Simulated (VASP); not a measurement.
Wanted: the native input for a VASP 6.6.1 run.

```
Task                   : single point
Functional             : PBE
Potentials or basis    : VASP PAW PBE potentials, release 64 (Hf_pv, Ru_pv)
Cutoff                 : 520 eV
k mesh                 : 12 × 12 × 12
Occupations            : gaussian, width 0.1 eV
Spin                   : no spin polarisation
Dipole correction      : no
Further INCAR settings : ALGO = Fast; EDIFF = 1e-06; NBANDS = 30
```

The structure of Hf3Ru lies in POSCAR:

```
Hf3Ru
1.0
    4.2943215627      0.0000000000      0.0000000000
    0.0000000000      4.2943215627      0.0000000000
    0.0000000000      0.0000000000      4.2943215627
Hf Ru
3 1
Direct
    0.0000000000      0.5000000000      0.5000000000
    0.5000000000      0.0000000000      0.5000000000
    0.5000000000      0.5000000000      0.0000000000
    0.0000000000      0.0000000000      0.0000000000
```

These files were run (other wordings do the same):

INCAR

```
PREC = Accurate ; ENCUT = 520
EDIFF = 1E-6 ; ISMEAR = 0
SIGMA = 0.1 ; LREAL = False
LASPH = True ; NELM = 60
ALGO = Fast ; ISIF = 2
LWAVE = False ; LCHARG = True
GGA = PE ; LELF = True
LVHAR = True ; NBANDS = 30
```

KPOINTS

```
regular mesh
0
Gamma
  12 12 12
```

Potentials or basis: VASP PAW PBE potentials, release 64 (Hf_pv, Ru_pv).

The run is started by

```bash
$ cat potpaw_PBE.64/Hf_pv/POTCAR potpaw_PBE.64/Ru_pv/POTCAR > POTCAR
$ mpirun -np 1 vasp_std > vasp.out
```

Results of the run:

- Pressure: -0.7 GPa
- Band gap on the k mesh: zero (bands 22 and 23 overlap by 1.39 eV)

Caveat: spin-orbit coupling is left out, which moves the levels of the heavy elements.

It took 5.2 min on 1 thread of Oxide Virtual Turin-like Processor, on a shared host, peak memory 0.27 GiB.
